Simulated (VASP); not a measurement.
# Al8H in VASP: further runs

Runs on Al8H. Level: PBE. Tasks: single point.

Everything below comes from runs of VASP 6.6.1. Logs are shortened: lines on timing, memory, paths and dates and some standing lists are left out, and cuts for length are marked.

### Step 1. The cell of the first run

The cell holds a slab with vacuum, 18 atoms: a = 5.714 Å, b = 8.080 Å, c = 22.243 Å, α = 90.00°, β = 90.00°, γ = 90.00°.

### Step 2. Single point, PBE

Input file INCAR:

```
SYSTEM = Al8H
PREC = Accurate
ENCUT = 520
EDIFF = 1E-7
ISMEAR = 0
SIGMA = 0.1
LREAL = Auto
LASPH = .True.
NELM = 80
ALGO = Normal
ISIF = 2
LWAVE = .False.
LCHARG = .False.
LDIPOL = .True.
IDIPOL = 3
DIPOL = 0.5 0.5 0.291
GGA = PE
NBANDS = 40
```

Input file KPOINTS:

```
regular mesh
0
Gamma
  5 4 1
  0 0 0
```

Input file POSCAR:

```
Al8H
1.0
    5.7135165837      0.0000000000      0.0000000000
    0.0000000000      8.0801326415      0.0000000000
    0.0000000000      0.0000000000     22.2432786975
Al H
16 2
Direct
    0.2500000000      0.2500000000      0.1798296040
    0.2500000000      0.7500000000      0.1798296040
    0.7500000000      0.2500000000      0.1798296040
    0.7500000000      0.7500000000      0.1798296040
    0.0000000000      0.0000000000      0.2440458181
    0.0000000000      0.5000000000      0.2440458181
    0.5000000000      0.0000000000      0.2440458181
    0.5000000000      0.5000000000      0.2440458181
    0.2500000000      0.2500000000      0.3102598702
    0.2500000000      0.7500000000      0.3102598702
    0.7500000000      0.2500000000      0.3102598702
    0.7500000000      0.7500000000      0.3102598702
    0.0000000000      0.0000000000      0.3705963860
    0.0000000000      0.5000000000      0.3705963860
    0.5000000000      0.0000000000      0.3705963860
    0.5000000000      0.5000000000      0.3705963860
    0.2500000000      0.1931321217      0.4052135847
    0.2500000000      0.3068678783      0.4052135847
```

Potentials or basis: VASP PAW PBE potentials, release 64 (Al, H).

Started as:

```sh
$ cat potpaw_PBE.64/Al/POTCAR potpaw_PBE.64/H/POTCAR > POTCAR
$ mpirun -np 1 vasp_std > vasp.out
```

OUTCAR:

```text
SYSTEM = Al8H
   PREC = Accurate
   ENCUT = 520
   EDIFF = 1E-7
   ISMEAR = 0
   LREAL = Auto
   LASPH = .True.
   NELM = 80
   ISIF = 2
   GGA = PE

 ion  position               nearest neighbor table
   1  0.250  0.250  0.180-   3 2.86   3 2.86   6 2.86   7 2.86   8 2.86   5 2.86   9 2.90
   2  0.250  0.750  0.180-   4 2.86   4 2.86   6 2.86   7 2.86   8 2.86   5 2.86  10 2.90
   3  0.750  0.250  0.180-   1 2.86   1 2.86   6 2.86   7 2.86   8 2.86   5 2.86  11 2.90
   4  0.750  0.750  0.180-   2 2.86   2 2.86   6 2.86   7 2.86   8 2.86   5 2.86  12 2.90
   5  0.000  0.000  0.244-  13 2.81   7 2.86   7 2.86   4 2.86   1 2.86   2 2.86   3 2.86  11 2.88
                            12 2.88   9 2.88  10 2.88
   6  0.000  0.500  0.244-  14 2.81   8 2.86   8 2.86   4 2.86   1 2.86   2 2.86   3 2.86  11 2.88
                            12 2.88   9 2.88  10 2.88
   7  0.500  0.000  0.244-  15 2.81   5 2.86   5 2.86   4 2.86   1 2.86   2 2.86   3 2.86  11 2.88
                            12 2.88   9 2.88  10 2.88
   8  0.500  0.500  0.244-  16 2.81   6 2.86   6 2.86   4 2.86   1 2.86   2 2.86   3 2.86  11 2.88
                            12 2.88   9 2.88  10 2.88
   9  0.250  0.250  0.310-  13 2.81  14 2.81  15 2.81  16 2.81  11 2.86  11 2.86   7 2.88   8 2.88
                             5 2.88   6 2.88   1 2.90
  10  0.250  0.750  0.310-  13 2.81  14 2.81  15 2.81  16 2.81  12 2.86  12 2.86   7 2.88   8 2.88
                             5 2.88   6 2.88   2 2.90
  11  0.750  0.250  0.310-  13 2.81  14 2.81  15 2.81  16 2.81   9 2.86   9 2.86   7 2.88   8 2.88
                             5 2.88   6 2.88   3 2.90
  12  0.750  0.750  0.310-  13 2.81  14 2.81  15 2.81  16 2.81  10 2.86  10 2.86   7 2.88   8 2.88
                             5 2.88   6 2.88   4 2.90
  13  0.000  0.000  0.371-   9 2.81  10 2.81  11 2.81  12 2.81   5 2.81  15 2.86  15 2.86
  14  0.000  0.500  0.371-   9 2.81  10 2.81  11 2.81  12 2.81   6 2.81  16 2.86  16 2.86
  15  0.500  0.000  0.371-   9 2.81  10 2.81  11 2.81  12 2.81   7 2.81  13 2.86  13 2.86
  16  0.500  0.500  0.371-   9 2.81  10 2.81  11 2.81  12 2.81   8 2.81  14 2.86  14 2.86
  17  0.250  0.193  0.405-
  18  0.250  0.307  0.405-

  LATTYP: Found a simple orthorhombic cell.
 ALAT       =     5.7135165837
 B/A-ratio  =     1.4142135624
 C/A-ratio  =     3.8930977747

  Lattice vectors:

 A1 = (   5.7135165837,   0.0000000000,   0.0000000000)
 A2 = (   0.0000000000,   8.0801326415,   0.0000000000)
 A3 = (   0.0000000000,   0.0000000000,  22.2432786975)

Analysis of symmetry for initial positions (statically):
=====================================================================
 Subroutine PRICEL returns:
 Original cell was already a primitive cell.

 Routine SETGRP: Setting up the symmetry group for a
 simple orthorhombic supercell.

 Subroutine GETGRP returns: Found  4 space group operations
 (whereof  1 operations were pure point group operations)
[... 154 lines left out ...]
     AMIX_MAG =   1.60;   BMIX_MAG =  1.00
  volume/ion in A,a.u.               =      57.05       384.99
  Fermi-wavevector in a.u.,A,eV,Ry     =   0.597803  1.129683  4.862288  0.357368
  Thomas-Fermi vector in A             =   1.648667
   LORBIT       =      0    0 simple, 1 ext, 2 COOP (PROOUT), +10 PAW based schemes
   GGA     = PE    functional components
   LHFCALC =     F    Hartree Fock is set to
   AEXX    =    0.0000 exact exchange contribution
   IVDW    =     0    specifies the selected vdW correction
   LEPSILON=     F    determine dielectric tensor
   LRPA    =     F    only Hartree local field effects (RPA)
 non-spin polarized calculation
 Gauss-broadening in eV      SIGMA  =   0.10
  energy-cutoff  :      520.00
  volume of cell :     1026.88
 maximum number of plane-waves:     27706
   NGX = 21   NGY = 31   NGZ = 83

 dipolmoment           0.000000      0.000000      0.070436 electrons x Angstroem

 number of electron      49.9999997 magnetization

 dipolmoment           0.000000      0.000000     -0.011156 electrons x Angstroem

 Free energy of the ion-electron system (eV)
  ---------------------------------------------------
  ext. energy  EPLUGINS =         0.00000000
  ---------------------------------------------------
  free energy    TOTEN  =       -60.37387905 eV

  energy without entropy =      -60.33769307  energy(sigma->0) =      -60.35578606

 E-fermi :  -0.8570     XC(G=0):  -3.5972

 val. band max:       -0.8732913536   @ k =   0.2000   0.0000   0.0000
 cond. band min:      -0.8415322643   @ k =   0.0000   0.0000   0.0000
 fundamental gap:      0.0317590893
 Fermi energy:        -0.8569692871

 k-point     1 :       0.0000    0.0000    0.0000
  band No.  band energies     occupation
      1     -11.2967      2.00000
      2      -9.8671      2.00000
      3      -8.9594      2.00000
      4      -8.7818      2.00000
      5      -7.9167      2.00000
      6      -6.6944      2.00000
[... 349 lines left out ...]
     36       1.7033      0.00000
     37       2.1230      0.00000
 [bands above 37 left out]

------------------------ aborting loop because EDIFF is reached ----------------------------------------

 vacuum level on the upper side and lower side of the slab       (xc-potential included)        -0.048         0.002

  FORCE on cell =-STRESS in cart. coord.  units (eV):
  Direction    XX          YY          ZZ          XY          YZ          ZX
  --------------------------------------------------------------------------------------
  -------------------------------------------------------------------------------------
  Total      -11.3774370     -2.1242699      0.4232498      0.0000000      0.0000000      0.0000000
  in kB      -17.7514665     -3.3143586      0.6603689      0.0000000      0.0000000      0.0000000
  external PRESSURE =      -6.8018187 kB  Pullay stress =       0.0000000 kB

 VOLUME and BASIS-vectors are now :
 -----------------------------------------------------------------------------
  energy-cutoff  :      520.00
  volume of cell :     1026.88
      direct lattice vectors                 reciprocal lattice vectors
     5.713516584  0.000000000  0.000000000     0.175023558  0.000000000  0.000000000
     0.000000000  8.080132642  0.000000000     0.000000000  0.123760345  0.000000000
     0.000000000  0.000000000 22.243278697     0.000000000  0.000000000  0.044957401

 POSITION                                       TOTAL-FORCE (eV/Angst)
 -----------------------------------------------------------------------------------
      1.42838      2.02003      4.00000         0.000000      0.000000      0.219801
      1.42838      6.06010      4.00000         0.000000      0.000000      0.194889
      4.28514      2.02003      4.00000         0.000000      0.000000      0.232573
      4.28514      6.06010      4.00000         0.000000      0.000000      0.236799
      0.00000      0.00000      5.42838        -0.037507     -0.003037     -0.279136
      0.00000      4.04007      5.42838        -0.037507      0.003037     -0.279136
[... 10 lines left out ...]
      1.42838      1.56053      9.01328         0.000000      0.708421      0.393318
      1.42838      2.47953      9.01328         0.000000     -0.708421      0.393318
 -----------------------------------------------------------------------------------
    total drift:                               -0.000000     -0.000000     -0.013162

  FREE ENERGIE OF THE ION-ELECTRON SYSTEM (eV)
  ---------------------------------------------------
  free  energy   TOTEN  =       -60.3738790512 eV

  energy  without entropy=      -60.3376930696  energy(sigma->0) =      -60.35578606

 vacuum level on the upper side and lower side of the slab         3.151         3.200
```

It took 6.5 min on 1 thread of Intel Xeon 6975P-C (Granite Rapids), shared host; peak memory 0.9 GiB.

Results:

| Item | Value |
| --- | --- |
| Free energy | -60.3739 eV |
| Largest force | 0.810 eV/Å |
| Band gap on the k mesh | zero (band 25 reaches -0.59 eV, above the bottom of band 26 at -1.11 eV) |

Forces in eV/Å, atoms in the order of the input:
```
Al   0.000  0.000  0.220
Al   0.000  0.000  0.195
Al   0.000  0.000  0.233
Al   0.000  0.000  0.237
Al  -0.038 -0.003 -0.279
Al  -0.038  0.003 -0.279
Al   0.038 -0.003 -0.279
Al   0.038  0.003 -0.279
Al   0.000  0.000 -0.526
Al   0.000  0.000  0.131
Al   0.000  0.000  0.098
Al   0.000  0.000 -0.053
Al  -0.154 -0.238 -0.051
Al  -0.154  0.238 -0.051
Al   0.154 -0.238 -0.051
Al   0.154  0.238 -0.051
H    0.000  0.708  0.393
H    0.000 -0.708  0.393
```

Levels at points of the mesh, in eV from the Fermi level:
| k point | band 22 | band 23 | band 24 | band 25 | band 26 | band 27 | band 28 | band 29 |
| --- | --- | --- | --- | --- | --- | --- | --- | --- |
| (0.00, 0.00, 0.00) | -1.39 | -0.78 | -0.65 | -0.40 | -0.25 | 0.02 | 0.18 | 1.13 |
| (0.00, 0.50, 0.00) | -0.97 | -0.96 | -0.90 | -0.67 | 0.02 | 0.10 | 0.21 | 0.32 |

### Step 3. Single point, PBE

Input file INCAR:

```
SYSTEM = Al8H
ALGO     = Normal         ! electronic algorithm
DIPOL    = 0.5 0.5 0.294
EDIFF    = 1E-6           ! SCF threshold, eV
ENCUT    = 520            ! plane-wave cutoff, eV
GGA      = PE             ! functional
IDIPOL   = 3            
ISIF     = 2              ! what is computed and relaxed
ISMEAR   = 0              ! smearing method
LASPH    = .TRUE.         ! aspherical terms in the spheres
LCHARG   = .TRUE.         ! write CHGCAR
LDIPOL   = .TRUE.       
LELF     = .TRUE.         ! ELF
LREAL    = Auto         
LVACPOTAV= .TRUE.       
LVHAR    = .TRUE.       
LWAVE    = .FALSE.        ! write WAVECAR
NBANDS   = 40             ! bands
NELM     = 60             ! most SCF steps
PREC     = Accurate       ! precision mode
SIGMA    = 0.1            ! smearing width, eV
```

Input file KPOINTS:

```
k-points
0
G
  5 4 1
  0 0 0
```

POSCAR: that of step 2 with these lines changed.

```diff
@@ -24,3 +24,3 @@
     0.5000000000      0.5000000000      0.3705963860
-    0.2500000000      0.1931321217      0.4052135847
-    0.2500000000      0.3068678783      0.4052135847
+    0.2500000000      0.1931321217      0.4339863214
+    0.2500000000      0.3068678783      0.4339863214
```

Potentials or basis: VASP PAW PBE potentials, release 64 (Al, H).

Started as:

```sh
$ cat potpaw_PBE.64/Al/POTCAR potpaw_PBE.64/H/POTCAR > POTCAR
$ mpirun -np 1 vasp_std > vasp.out
```

Wall time 5.8 min (1 thread of Intel Xeon 6975P-C (Granite Rapids), shared host); peak memory 0.9 GiB.

It converged, with:

| Item | Value |
| --- | --- |
| Free energy | -60.8197 eV |
| Largest force | 2.359 eV/Å |
| Band gap on the k mesh | zero (band 25 reaches -0.55 eV, above the bottom of band 26 at -1.10 eV) |

Forces on the atoms (eV/Å):
```
Al   0.000  0.000  0.225
Al   0.000  0.000  0.174
Al   0.000  0.000  0.174
Al   0.000  0.000  0.164
Al  -0.014 -0.020 -0.232
Al  -0.014  0.020 -0.232
Al   0.014 -0.020 -0.232
Al   0.014  0.020 -0.232
Al   0.000  0.000 -0.297
Al   0.000  0.000  0.007
Al   0.000  0.000  0.035
Al   0.000  0.000 -0.024
Al  -0.065 -0.097 -0.015
Al  -0.065  0.097 -0.015
Al   0.065 -0.097 -0.015
Al   0.065  0.097 -0.015
H    0.000  2.344  0.266
H    0.000 -2.344  0.266
```

Levels at points of the mesh, in eV from the Fermi level:
```csv
k point,band 21,band 22,band 23,band 24,band 25,band 26,band 27,band 28,band 29,band 30
"(0.00, 0.00, 0.00)",-1.66,-1.27,-0.77,-0.76,-0.49,-0.21,-0.05,0.14,1.04,1.26
"(0.00, 0.50, 0.00)",-1.00,-0.95,-0.95,-0.89,-0.82,0.15,0.15,0.24,0.28,1.09
```

### Step 4. Single point, PBE

Input file INCAR:

```
ALGO = Normal
DIPOL = 0.5 0.5 0.297
EDIFF = 1E-7
ENCUT = 520
GGA = PE
IDIPOL = 3
ISIF = 2
ISMEAR = 0
LASPH = True
LCHARG = True
LDIPOL = True
LELF = True
LREAL = Auto
LVACPOTAV = True
LVHAR = True
LWAVE = False
NBANDS = 40
NELM = 80
PREC = Accurate
SIGMA = 0.1
```

Input file KPOINTS:

```
k-points
0
Gamma
  5 4 1
```

POSCAR: that of step 3 with these lines changed.

```diff
@@ -24,3 +24,3 @@
     0.5000000000      0.5000000000      0.3705963860
-    0.2500000000      0.1931321217      0.4339863214
-    0.2500000000      0.3068678783      0.4339863214
+    0.2500000000      0.1931321217      0.4627590580
+    0.2500000000      0.3068678783      0.4627590580
```

Potentials or basis: VASP PAW PBE potentials, release 64 (Al, H).

Started as:

```sh
$ cat potpaw_PBE.64/Al/POTCAR potpaw_PBE.64/H/POTCAR > POTCAR
$ mpirun -np 1 vasp_std > vasp.out
```

OUTCAR:

```text
EDIFF = 1E-7
   ENCUT = 520
   GGA = PE
   ISIF = 2
   ISMEAR = 0
   LASPH = True
   LREAL = Auto
   NELM = 80
   PREC = Accurate

 ion  position               nearest neighbor table
   1  0.250  0.250  0.180-   3 2.86   3 2.86   6 2.86   7 2.86   8 2.86   5 2.86   9 2.90
   2  0.250  0.750  0.180-   4 2.86   4 2.86   6 2.86   7 2.86   8 2.86   5 2.86  10 2.90
   3  0.750  0.250  0.180-   1 2.86   1 2.86   6 2.86   7 2.86   8 2.86   5 2.86  11 2.90
   4  0.750  0.750  0.180-   2 2.86   2 2.86   6 2.86   7 2.86   8 2.86   5 2.86  12 2.90
   5  0.000  0.000  0.244-  13 2.81   7 2.86   7 2.86   4 2.86   1 2.86   2 2.86   3 2.86  11 2.88
                            12 2.88   9 2.88  10 2.88
   6  0.000  0.500  0.244-  14 2.81   8 2.86   8 2.86   4 2.86   1 2.86   2 2.86   3 2.86  11 2.88
                            12 2.88   9 2.88  10 2.88
   7  0.500  0.000  0.244-  15 2.81   5 2.86   5 2.86   4 2.86   1 2.86   2 2.86   3 2.86  11 2.88
                            12 2.88   9 2.88  10 2.88
   8  0.500  0.500  0.244-  16 2.81   6 2.86   6 2.86   4 2.86   1 2.86   2 2.86   3 2.86  11 2.88
                            12 2.88   9 2.88  10 2.88
   9  0.250  0.250  0.310-  13 2.81  14 2.81  15 2.81  16 2.81  11 2.86  11 2.86   7 2.88   8 2.88
                             5 2.88   6 2.88   1 2.90
  10  0.250  0.750  0.310-  13 2.81  14 2.81  15 2.81  16 2.81  12 2.86  12 2.86   7 2.88   8 2.88
                             5 2.88   6 2.88   2 2.90
  11  0.750  0.250  0.310-  13 2.81  14 2.81  15 2.81  16 2.81   9 2.86   9 2.86   7 2.88   8 2.88
[... 586 lines left out ...]

  FORCE on cell =-STRESS in cart. coord.  units (eV):
  Direction    XX          YY          ZZ          XY          YZ          ZX
  --------------------------------------------------------------------------------------
  -------------------------------------------------------------------------------------
  Total      -11.9788558     -6.4021173     -0.4897030      0.0000000      0.0000000      0.0000000
  in kB      -18.6898206     -9.9888025     -0.7640513      0.0000000      0.0000000      0.0000000
  external PRESSURE =      -9.8142248 kB  Pullay stress =       0.0000000 kB

 VOLUME and BASIS-vectors are now :
 -----------------------------------------------------------------------------
  energy-cutoff  :      520.00
  volume of cell :     1026.88
      direct lattice vectors                 reciprocal lattice vectors
     5.713516584  0.000000000  0.000000000     0.175023558  0.000000000  0.000000000
     0.000000000  8.080132642  0.000000000     0.000000000  0.123760345  0.000000000
     0.000000000  0.000000000 22.243278697     0.000000000  0.000000000  0.044957401

 POSITION                                       TOTAL-FORCE (eV/Angst)
 -----------------------------------------------------------------------------------
      1.42838      2.02003      4.00000         0.000000      0.000000      0.219427
      1.42838      6.06010      4.00000         0.000000      0.000000      0.199417
      4.28514      2.02003      4.00000         0.000000      0.000000      0.175085
      4.28514      6.06010      4.00000         0.000000      0.000000      0.192306
      0.00000      0.00000      5.42838        -0.003974     -0.008451     -0.208993
      0.00000      4.04007      5.42838        -0.003974      0.008451     -0.208993
[... 10 lines left out ...]
      1.42838      1.56053     10.29328         0.000000      3.120907      0.094756
      1.42838      2.47953     10.29328         0.000000     -3.120907      0.094756
 -----------------------------------------------------------------------------------
    total drift:                               -0.000000     -0.000000     -0.013622

  FREE ENERGIE OF THE ION-ELECTRON SYSTEM (eV)
  ---------------------------------------------------
  free  energy   TOTEN  =       -61.0366822919 eV

  energy  without entropy=      -60.9998825374  energy(sigma->0) =      -61.01828241

 vacuum level on the upper side and lower side of the slab         3.238         3.208
```

stdout:

```text
POSCAR found type information on POSCAR AlH
 POSCAR found :  2 types and      18 ions
 scaLAPACK will be used
 LDA part: xc-table for (Slater+PW92), standard interpolation
 POSCAR, INCAR and KPOINTS ok, starting setup
 FFT: planning ... GRIDC
 FFT: planning ... GRID_SOFT
 FFT: planning ... GRID
 WAVECAR not read
 entering main loop
 -----------------------------------------------------------------------------
|                                                                             |
|           W    W    AA    RRRRR   N    N  II  N    N   GGGG   !!!           |
|           W    W   A  A   R    R  NN   N  II  NN   N  G    G  !!!           |
|           W    W  A    A  R    R  N N  N  II  N N  N  G       !!!           |
|           W WW W  AAAAAA  RRRRR   N  N N  II  N  N N  G  GGG   !            |
|           WW  WW  A    A  R   R   N   NN  II  N   NN  G    G                |
|           W    W  A    A  R    R  N    N  II  N    N   GGGG   !!!           |
|                                                                             |
|     Did not find any points to average over, which means that no vacuum     |
|     field-free region was found. Please increase the size of  your cell     |
|     in the dimension of the dipole correction to obtain accurate            |
|     workfunction values.                                                    |
|                                                                             |
 -----------------------------------------------------------------------------
```

Run time: 6.8 min. Hardware: 1 thread of Intel Xeon 6975P-C (Granite Rapids), shared host; peak memory 0.89 GiB.

Results:

```
Free energy            : -61.0367 eV
Largest force          : 3.122 eV/Å
Band gap on the k mesh : zero (band 25 reaches -0.59 eV, above the bottom of band 26 at -1.05 eV)
```

Forces in eV/Å, atoms in the order of the input:
```
Al   0.000  0.000  0.219
Al   0.000  0.000  0.199
Al   0.000  0.000  0.175
Al   0.000  0.000  0.192
Al  -0.004 -0.008 -0.209
Al  -0.004  0.008 -0.209
Al   0.004 -0.008 -0.209
Al   0.004  0.008 -0.209
Al   0.000  0.000 -0.068
Al   0.000  0.000 -0.019
Al   0.000  0.000 -0.012
Al   0.000  0.000 -0.012
Al  -0.025 -0.040 -0.007
Al  -0.025  0.040 -0.007
Al   0.025 -0.040 -0.007
Al   0.025  0.040 -0.007
H    0.000  3.121  0.095
H    0.000 -3.121  0.095
```
